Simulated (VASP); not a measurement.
A run of VASP 6.6.1 is set up as follows.

INCAR

```
SYSTEM = Re
PREC = Accurate
ENCUT = 520
EDIFF = 1E-7
ISMEAR = -1
SIGMA = 0.08
LREAL = .False.
LASPH = .True.
NELM = 80
ALGO = Normal
ISIF = 2
LWAVE = .False.
LCHARG = .False.
GGA = PE
NBANDS = 14
```

File KPOINTS:

```
regular mesh
0
Gamma
  16 16 9
  0 0 0
```

POSCAR

```
Re
1.0
    2.4053660355      0.0000000000      0.0000000000
   -1.2026830178      2.0831080922      0.0000000000
    0.0000000000      0.0000000000      3.8799034052
Re
2
Direct
    0.3333333333      0.6666666667      0.2500000000
    0.6666666667      0.3333333333      0.7500000000
```

Potentials or basis: VASP PAW PBE potentials, release 64 (Re).

Run with:

```bash
$ cat potpaw_PBE.64/Re/POTCAR > POTCAR
$ mpirun -np 1 vasp_std > vasp.out
```

Problem. Estimate the pressure.

Solution. 400.3 GPa.

Problem. Predict the band gap on the k mesh.

Solution. Zero (band 7 reaches 17.19 eV, above the bottom of band 8 at 11.17 eV).

Stress tensor (GPa, compression positive):
```
400.53   0.00   0.00
  0.00 400.53   0.00
  0.00   0.00 399.82
```

Caveat: spin-orbit coupling is left out, which moves the levels of the heavy elements.
